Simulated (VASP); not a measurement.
Crystal: CdO (Monteponite).

```xyz
2
Lattice="0.0000 2.3177 2.3177 2.3177 0.0000 2.3177 2.3177 2.3177 0.0000" Properties=species:S:1:pos:R:3 pbc="T T T"
Cd    0.0000    0.0000    0.0000
O     2.3177    2.3177    2.3177
```

Program: VASP 6.6.1. Alike in all runs: task single point; no spin polarisation; cell as given; k mesh 10 × 10 × 10; cutoff (eV) 600; smearing fermi-dirac 0.05 eV.

Order these runs on this cell by their pressure, lowest first.
A. level BLYP+D3(BJ); potentials or basis VASP PAW PBE potentials, release 64 (Cd, O)
B. level revPBE; potentials or basis VASP PAW PBE potentials, release 64 (Cd, O)
C. level LDA; potentials or basis VASP PAW LDA potentials, release 64 (Cd, O)
D. level PBE+D4; potentials or basis VASP PAW PBE potentials, release 64 (Cd, O)

C (1.8 GPa), D (10.7 GPa), A (12.7 GPa), B (18.1 GPa).

Caveats: the PAW data sets were made with another functional, which shifts forces and pressure a little (some runs); pairwise dispersion overbinds metals, which lowers pressure and volume (some runs).
